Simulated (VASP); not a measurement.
# MnF2 (P4_2/mnm) in VASP: settings compared

Aim: see how the results for MnF2 move with the level of theory and the settings. Levels: PBE, r2SCAN, PBE+U. Tasks: single point.

Everything below comes from runs of VASP 6.6.1. Logs are shortened: lines on timing, memory, paths and dates and some standing lists are left out, and cuts for length are marked.

**1. The cell of the first run**

The structure is tetragonal, space group P4_2/mnm (No. 136). Conventional cell: a = 4.874 Å, b = 4.874 Å, c = 3.311 Å, α = 90.00°, β = 90.00°, γ = 90.00°. Mn (site symmetry mmm) has 6 F at 2.10 to 2.13 Å within 2.8 Å. Within 2.8 Å of F (site symmetry m2m) lie 3 Mn at 2.10 to 2.13 Å and 1 F at 2.68 Å.

**2. Single point, PBE**

Contents of INCAR:

```
SYSTEM = MnF2
  PREC = Accurate
  ENCUT = 520
  EDIFF = 1E-6
  ISMEAR = -1
  SIGMA = 0.05
  LREAL = .False.
  LASPH = .True.
  NELM = 80
  ALGO = Normal
  ISIF = 2
  LWAVE = .False.
  LCHARG = .True.
  GGA = PE
  LELF = .True.
  LVHAR = .True.
  NBANDS = 36
```

Contents of KPOINTS:

```
regular mesh
0
Gamma
  6 6 8
  0 0 0
```

Contents of POSCAR:

```
MnF2
1.0
    4.8738000000      0.0000000000      0.0000000000
    0.0000000000      4.8738000000      0.0000000000
    0.0000000000      0.0000000000      3.3107000000
Mn F
2 4
Direct
    0.0000000000      0.0000000000      0.0000000000
    0.5000000000      0.5000000000      0.5000000000
    0.3053000000      0.3053000000      0.0000000000
    0.1947000000      0.8053000000      0.5000000000
    0.6947000000      0.6947000000      0.0000000000
    0.8053000000      0.1947000000      0.5000000000
```

Potentials or basis: VASP PAW PBE potentials, release 64 (Mn_pv, F).

Started as:

```sh
cat potpaw_PBE.64/Mn_pv/POTCAR potpaw_PBE.64/F/POTCAR > POTCAR
mpirun -np 1 vasp_std > vasp.out
```

OUTCAR:

```text
SYSTEM = MnF2
   PREC = Accurate
   ENCUT = 520
   EDIFF = 1E-6
   ISMEAR = -1
   LREAL = .False.
   LASPH = .True.
   NELM = 80
   ISIF = 2
   GGA = PE

 ion  position               nearest neighbor table
   1  0.000  0.000  0.000-   3 2.10   5 2.10   4 2.13   6 2.13   4 2.13   6 2.13
   2  0.500  0.500  0.500-   4 2.10   6 2.10   5 2.13   3 2.13   3 2.13   5 2.13
   3  0.305  0.305  0.000-   1 2.10   2 2.13   2 2.13
   4  0.195  0.805  0.500-   2 2.10   1 2.13   1 2.13
   5  0.695  0.695  0.000-   1 2.10   2 2.13   2 2.13
   6  0.805  0.195  0.500-   2 2.10   1 2.13   1 2.13

  LATTYP: Found a simple tetragonal cell.
 ALAT       =     4.8738000000
 C/A-ratio  =     0.6792851574

  Lattice vectors:

 A1 = (   4.8738000000,   0.0000000000,   0.0000000000)
 A2 = (   0.0000000000,   4.8738000000,   0.0000000000)
 A3 = (   0.0000000000,   0.0000000000,   3.3107000000)

Analysis of symmetry for initial positions (statically):
=====================================================================
 Subroutine PRICEL returns:
 Original cell was already a primitive cell.

 Routine SETGRP: Setting up the symmetry group for a
 simple tetragonal supercell.

 Subroutine GETGRP returns: Found 16 space group operations
 (whereof  8 operations were pure point group operations)
 out of a pool of 16 trial point group operations.

The static configuration has the point symmetry D_2h.
 The point group associated with its full space group is D_4h.

Analysis of symmetry for dynamics (positions and initial velocities):
=====================================================================
 Subroutine PRICEL returns:
 Original cell was already a primitive cell.

 Routine SETGRP: Setting up the symmetry group for a
 simple tetragonal supercell.

 Subroutine GETGRP returns: Found 16 space group operations
 (whereof  8 operations were pure point group operations)
 out of a pool of 16 trial point group operations.

The dynamic configuration has the point symmetry D_2h.
 The point group associated with its full space group is D_4h.

 Subroutine INISYM returns: Found 16 space group operations
 (whereof  8 operations are pure point group operations),
 and found     1 'primitive' translations

----------------------------------------------------------------------------------------

                                     Primitive cell

  volume of cell :      78.6421

  direct lattice vectors                    reciprocal lattice vectors
     4.873800000  0.000000000  0.000000000     0.205178711  0.000000000  0.000000000
     0.000000000  4.873800000  0.000000000     0.000000000  0.205178711  0.000000000
     0.000000000  0.000000000  3.310700000     0.000000000  0.000000000  0.302050926

  length of vectors
     4.873800000  4.873800000  3.310700000     0.205178711  0.205178711  0.302050926

  position of ions in fractional coordinates (direct lattice)
     0.000000000  0.000000000  0.000000000
     0.500000000  0.500000000  0.500000000
     0.305300000  0.305300000  0.000000000
     0.194700000  0.805300000  0.500000000
     0.694700000  0.694700000  0.000000000
     0.805300000  0.194700000  0.500000000

  ion indices of the primitive-cell ions
   primitive index   ion index
                 1           1
                 2           2
                 3           3
                 4           4
                 5           5
                 6           6

----------------------------------------------------------------------------------------

 KPOINTS: regular mesh

Automatic generation of k-mesh.
 Grid dimensions read from file:
 generate k-points for:    6    6    8

 Generating k-lattice:

  Cartesian coordinates                     Fractional coordinates (reciprocal lattice)
     0.034196452  0.000000000  0.000000000     0.166666667  0.000000000  0.000000000
     0.000000000  0.034196452  0.000000000     0.000000000  0.166666667  0.000000000
     0.000000000  0.000000000  0.037756366     0.000000000  0.000000000  0.125000000

  Length of vectors
     0.034196452  0.034196452  0.037756366

  Shift w.r.t. Gamma in fractional coordinates (k-lattice)
     0.000000000  0.000000000  0.000000000

 Subroutine IBZKPT returns following result:
 ===========================================

 Found     50 irreducible k-points:

 Following reciprocal coordinates:
            Coordinates               Weight
  0.000000  0.000000  0.000000      1.000000
  0.166667  0.000000  0.000000      4.000000
  0.333333  0.000000  0.000000      4.000000
  0.500000  0.000000  0.000000      2.000000
  0.166667  0.166667  0.000000      4.000000
  0.333333  0.166667  0.000000      8.000000
[... 16 lines left out ...]
  0.333333  0.000000  0.250000      8.000000
  0.500000  0.000000  0.250000      4.000000
 [... further k-points ...]
   k-points           NKPTS =     50   k-points in BZ     NKDIM =     50   number of bands    NBANDS=     36
   number of dos      NEDOS =    301   number of ions     NIONS =      6
[... 51 lines left out ...]
   NGX = 19   NGY = 19   NGZ = 13

 number of electron      54.0000047 magnetization

 Free energy of the ion-electron system (eV)
  ---------------------------------------------------
  ext. energy  EPLUGINS =         0.00000000
  ---------------------------------------------------
  free energy    TOTEN  =       -33.50874847 eV

  energy without entropy =      -33.36625110  energy(sigma->0) =      -33.43749979

 E-fermi :   3.1741     XC(G=0):  -9.8508

 val. band max:        3.1723722674   @ k =   0.1667   0.0000   0.3750
 cond. band min:       3.1762905585   @ k =   0.3333   0.0000   0.3750
 fundamental gap:      0.0039182912
 Fermi energy:         3.1741167702

 k-point     1 :       0.0000    0.0000    0.0000
  band No.  band energies     occupation
      1     -44.8336      2.00000
      2     -44.8336      2.00000
      3     -44.7335      2.00000
      4     -44.7314      2.00000
      5     -44.7079      2.00000
      6     -44.7079      2.00000
[... 28 lines left out ...]
     35      10.2150      0.00000
     36      11.7447      0.00000

 k-point     2 :       0.1667    0.0000    0.0000
  band No.  band energies     occupation
      1     -44.8335      2.00000
      2     -44.8335      2.00000
      3     -44.7334      2.00000
      4     -44.7315      2.00000
      5     -44.7080      2.00000
      6     -44.7080      2.00000
[... 28 lines left out ...]
     35      10.4131      0.00000
     36      11.9758      0.00000

 k-point     3 :       0.3333    0.0000    0.0000
  band No.  band energies     occupation
      1     -44.8335      2.00000
      2     -44.8335      2.00000
      3     -44.7330      2.00000
      4     -44.7319      2.00000
      5     -44.7081      2.00000
      6     -44.7081      2.00000
[... 28 lines left out ...]
     35      10.9523      0.00000
     36      12.0026      0.00000

 k-point     4 :       0.5000    0.0000    0.0000
  band No.  band energies     occupation
      1     -44.8335      2.00000
      2     -44.8335      2.00000
      3     -44.7324      2.00000
      4     -44.7324      2.00000
      5     -44.7081      2.00000
      6     -44.7081      2.00000
[... 28 lines left out ...]
     35      11.6219      0.00000
     36      11.6219      0.00000

 k-point     5 :       0.1667    0.1667    0.0000
  band No.  band energies     occupation
      1     -44.8336      2.00000
      2     -44.8335      2.00000
      3     -44.7333      2.00000
      4     -44.7316      2.00000
      5     -44.7081      2.00000
      6     -44.7079      2.00000
[... 655 lines left out ...]
 k-point    22 :       0.1667    0.0000    0.2500
  band No.  band energies     occupation
      1     -44.8328      2.00000
      2     -44.8328      2.00000
      3     -44.7451      2.00000
      4     -44.7438      2.00000
      5     -44.7059      2.00000
      6     -44.7059      2.00000
[... 28 lines left out ...]
     35      11.6917      0.00000
     36      12.0562      0.00000

 k-point    23 :       0.3333    0.0000    0.2500
  band No.  band energies     occupation
      1     -44.8328      2.00000
      2     -44.8328      2.00000
      3     -44.7448      2.00000
      4     -44.7441      2.00000
      5     -44.7060      2.00000
      6     -44.7059      2.00000
[... 28 lines left out ...]
     35      12.1024      0.00000
     36      12.2368      0.00000

 k-point    24 :       0.5000    0.0000    0.2500
  band No.  band energies     occupation
      1     -44.8328      2.00000
      2     -44.8328      2.00000
      3     -44.7444      2.00000
      4     -44.7444      2.00000
      5     -44.7060      2.00000
      6     -44.7060      2.00000
[... 28 lines left out ...]
     35      12.3680      0.00000
     36      12.3680      0.00000

 [... further k-points ...]

------------------------ aborting loop because EDIFF is reached ----------------------------------------

  FORCE on cell =-STRESS in cart. coord.  units (eV):
  Direction    XX          YY          ZZ          XY          YZ          ZX
  --------------------------------------------------------------------------------------
  -------------------------------------------------------------------------------------
  Total       -6.9590901     -6.9590901     -9.2109727      0.0000000      0.0000000      0.0000000
  in kB     -141.7776604   -141.7776604   -187.6553037      0.0000000      0.0000000      0.0000000
  external PRESSURE =    -157.0702082 kB  Pullay stress =       0.0000000 kB

 VOLUME and BASIS-vectors are now :
 -----------------------------------------------------------------------------
  energy-cutoff  :      520.00
  volume of cell :       78.64
      direct lattice vectors                 reciprocal lattice vectors
     4.873800000  0.000000000  0.000000000     0.205178711  0.000000000  0.000000000
     0.000000000  4.873800000  0.000000000     0.000000000  0.205178711  0.000000000
     0.000000000  0.000000000  3.310700000     0.000000000  0.000000000  0.302050926

 POSITION                                       TOTAL-FORCE (eV/Angst)
 -----------------------------------------------------------------------------------
      0.00000      0.00000      0.00000         0.000000     -0.000000      0.000000
      2.43690      2.43690      1.65535         0.000000     -0.000000      0.000000
      1.48797      1.48797      0.00000         0.022064      0.022064     -0.000000
      0.94893      3.92487      1.65535        -0.022064      0.022064      0.000000
      3.38583      3.38583      0.00000        -0.022064     -0.022064      0.000000
      3.92487      0.94893      1.65535         0.022064     -0.022064      0.000000
 -----------------------------------------------------------------------------------
    total drift:                                0.000000      0.000000      0.000000

  FREE ENERGIE OF THE ION-ELECTRON SYSTEM (eV)
  ---------------------------------------------------
  free  energy   TOTEN  =       -33.5087484703 eV

  energy  without entropy=      -33.3662511020  energy(sigma->0) =      -33.43749979
```

It took 42 s on 1 thread of Intel Xeon 6975P-C (Granite Rapids), shared host; peak memory 0.25 GiB.

Results:

* Free energy: -33.5087 eV
* Pressure: -15.7 GPa
* Largest force: 0.031 eV/Å
* Band gap on the k mesh: zero (bands 27 and 28 overlap by 0.19 eV)

Forces in eV/Å, atoms in the order of the input:
```
Mn   0.000  0.000  0.000
Mn   0.000  0.000  0.000
F    0.022  0.022  0.000
F   -0.022  0.022  0.000
F   -0.022 -0.022  0.000
F    0.022 -0.022  0.000
```

Stress tensor (GPa, compression positive):
```
-14.18   0.00   0.00
  0.00 -14.18   0.00
  0.00   0.00 -18.77
```

Levels at points of the mesh, in eV from the Fermi level:
```csv
k point,band 25,band 26,band 27,band 28,band 29,band 30
"(0.00, 0.00, 0.00)",-0.30,-0.26,-0.26,0.23,0.27,1.22
"(0.50, 0.00, 0.00)",-0.15,-0.15,-0.03,-0.03,0.90,0.90
"(0.50, 0.50, 0.00)",-0.25,-0.25,-0.02,-0.02,0.70,0.70
"(0.00, 0.00, 0.50)",-0.09,-0.09,-0.08,-0.08,0.72,0.72
"(0.50, 0.00, 0.50)",-0.07,-0.07,0.05,0.05,0.39,0.39
"(0.50, 0.50, 0.50)",-0.14,-0.14,-0.05,-0.05,0.69,0.69
```

Caveat: the cell stands under tension; the run has no spin polarisation, though such a crystal can be magnetic; semilocal functionals often make such compounds metallic where correlation or magnetic order opens a gap, which also shifts bond lengths. Spin polarisation is off, so any magnetic state and its effect on volume and gap are missing.

**3. Single point, r2SCAN**

POSCAR is that of step 2.

Contents of INCAR.step1:

```
SYSTEM = MnF2
ALGO = Normal ; EDIFF = 1E-4
ENCUT = 520 ; GGA = PE
ISMEAR = -1 ; LASPH = .True.
LCHARG = .False. ; LREAL = .False.
LWAVE = .True. ; NBANDS = 36
NELM = 80 ; PREC = Accurate
SIGMA = 0.05
```

Contents of INCAR.step2:

```
SYSTEM = MnF2
ALGO = Normal ; EDIFF = 1E-6
ENCUT = 520 ; ISIF = 2
ISMEAR = -1 ; ISTART = 1
LASPH = .True. ; LCHARG = .False.
LMIXTAU = .True. ; LREAL = .False.
LWAVE = .False. ; METAGGA = R2SCAN
NBANDS = 36 ; NELM = 80
PREC = Accurate ; SIGMA = 0.05
```

Contents of KPOINTS:

```
k-points
0
Gamma
  6 6 8
  0 0 0
```

Potentials or basis: VASP PAW PBE potentials, release 64 (Mn_pv, F).

Started as:

```sh
cat potpaw_PBE.64/Mn_pv/POTCAR potpaw_PBE.64/F/POTCAR > POTCAR
cp INCAR.step1 INCAR
mpirun -np 1 vasp_std > vasp.out
cp INCAR.step2 INCAR
mpirun -np 1 vasp_std > vasp.out
```

Wall time 2.9 min (1 thread of Intel Xeon 6975P-C (Granite Rapids), shared host); peak memory 0.27 GiB.

It converged, with:

- Free energy: -51.5152 eV
- Pressure: -19.2 GPa
- Largest force: 0.037 eV/Å
- Band gap on the k mesh: zero (bands 27 and 28 overlap by 0.17 eV)

Forces in eV/Å, atoms in the order of the input:
```
Mn   0.000  0.000  0.000
Mn   0.000  0.000  0.000
F    0.026  0.026  0.000
F   -0.026  0.026  0.000
F   -0.026 -0.026  0.000
F    0.026 -0.026  0.000
```

Stress tensor (GPa, compression positive):
```
-17.96   0.00   0.00
  0.00 -17.96   0.00
  0.00   0.00 -21.74
```

Levels at points of the mesh, in eV from the Fermi level:
| k point | band 24 | band 25 | band 26 | band 27 | band 28 | band 29 | band 30 | band 31 |
| --- | --- | --- | --- | --- | --- | --- | --- | --- |
| (0.00, 0.00, 0.00) | -0.41 | -0.30 | -0.30 | -0.26 | 0.32 | 1.02 | 2.18 | 2.18 |
| (0.50, 0.00, 0.00) | -0.34 | -0.23 | -0.23 | 0.02 | 0.02 | 1.71 | 1.71 | 2.12 |
| (0.50, 0.50, 0.00) | -0.42 | -0.29 | -0.29 | 0.03 | 0.03 | 1.46 | 1.46 | 2.18 |
| (0.00, 0.00, 0.50) | -0.16 | -0.15 | -0.15 | -0.10 | -0.10 | 1.64 | 1.64 | 1.75 |
| (0.50, 0.00, 0.50) | -0.46 | -0.09 | -0.09 | 0.03 | 0.03 | 1.35 | 1.35 | 2.22 |
| (0.50, 0.50, 0.50) | -0.21 | -0.21 | -0.21 | -0.09 | -0.09 | 1.71 | 1.71 | 1.75 |

Caveat: the cell stands under tension; the PAW data sets were made with another functional, which shifts forces and pressure a little; the run has no spin polarisation, though such a crystal can be magnetic; semilocal functionals often make such compounds metallic where correlation or magnetic order opens a gap, which also shifts bond lengths. With open d or f shells a metallic result of r2SCAN can be an artefact of self-interaction; +U or a hybrid may open a gap.

**4. Single point, PBE+U**

Contents of INCAR:

```
SYSTEM = MnF2
  ALGO = Normal
  EDIFF = 1E-7
  ENCUT = 520
  GGA = PE
  ISIF = 2
  ISMEAR = -1
  LASPH = .TRUE.
  LCHARG = .FALSE.
  LDAU = .TRUE.
  LDAUJ = 0 0
  LDAUL = 2 -1
  LDAUPRINT = 1
  LDAUTYPE = 2
  LDAUU = 4 0
  LMAXMIX = 4
  LREAL = .FALSE.
  LWAVE = .FALSE.
  NBANDS = 36
  NELM = 150
  PREC = Accurate
  SIGMA = 0.05
```

Contents of KPOINTS:

```
k-points
0
G
  6 6 8
  0 0 0
```

POSCAR is that of step 3.

Started as:

```sh
cat potpaw_PBE.64/Mn_pv/POTCAR potpaw_PBE.64/F/POTCAR > POTCAR
mpirun -np 1 vasp_std > vasp.out
```

Wall time 54 s (1 thread of Intel Xeon 6975P-C (Granite Rapids), shared host); peak memory 0.24 GiB.

The run converged. Its results:

| Property | Result |
| --- | --- |
| Free energy | -28.6402 eV |
| Pressure | -11.1 GPa |
| Largest force | 0.039 eV/Å |
| Band gap on the k mesh | zero (bands 27 and 28 overlap by 0.26 eV) |

Forces on the atoms (eV/Å):
```
Mn   0.000  0.000  0.000
Mn   0.000  0.000  0.000
F    0.028  0.028  0.000
F   -0.028  0.028  0.000
F   -0.028 -0.028  0.000
F    0.028 -0.028  0.000
```

Stress tensor (GPa, compression positive):
```
-10.21   0.00   0.00
  0.00 -10.21   0.00
  0.00   0.00 -12.74
```

Levels at points of the mesh, in eV from the Fermi level:
```tsv
k point	band 25	band 26	band 27	band 28	band 29	band 30
(0.00, 0.00, 0.00)	-1.57	-1.53	-0.18	0.43	1.82	2.04
(0.50, 0.00, 0.00)	-1.52	-1.52	0.11	0.11	2.49	2.49
(0.50, 0.50, 0.00)	-1.56	-1.56	0.13	0.13	2.16	2.16
(0.00, 0.00, 0.50)	-1.30	-1.30	-0.07	-0.07	2.38	2.38
(0.50, 0.00, 0.50)	-1.30	-1.30	-0.07	-0.07	2.18	2.18
(0.50, 0.50, 0.50)	-1.31	-1.31	-0.13	-0.13	2.53	2.53
```

Eigenvalues of the final occupation matrices:
```tsv
site	spin	trace	eigenvalues
site 1 d	1	2.52	0.08 0.09 0.49 0.93 0.94
site 1 d	2	2.52	0.08 0.09 0.49 0.93 0.94
site 2 d	1	2.52	0.08 0.09 0.49 0.93 0.94
site 2 d	2	2.52	0.08 0.09 0.49 0.93 0.94
```

Caveat: the cell stands under tension; the run has no spin polarisation, though such a crystal can be magnetic; U without spin polarisation on a metal has little footing.

**5. Overview**

```csv
level,U,gap on the mesh (eV),pressure (GPa),largest force (eV/Å)
PBE,-,none,-15.7,0.03
r2SCAN,-,none,-19.2,0.04
PBE+U,Mn d U = 4.0 eV,none,-11.1,0.04
```

Alike in all rows: task single point; potentials or basis VASP PAW PBE potentials, release 64 (Mn_pv, F); no spin polarisation; cell as given; k mesh 6 × 6 × 8; cutoff (eV) 520; smearing fermi-dirac 0.05 eV.

The pressure there spans -19.2 GPa (r2SCAN) to -11.1 GPa (PBE+U); a positive pressure means that this level wants a larger cell, a negative one a smaller.

Caveats: the cell stands under tension; the run has no spin polarisation, though such a crystal can be magnetic; semilocal functionals often make such compounds metallic where correlation or magnetic order opens a gap, which also shifts bond lengths (at least some runs); the PAW data sets were made with another functional, which shifts forces and pressure a little (at least some runs); U without spin polarisation on a metal has little footing (at least some runs).

Total energies depend on the potentials used, so only differences within one code and one set of settings carry meaning.
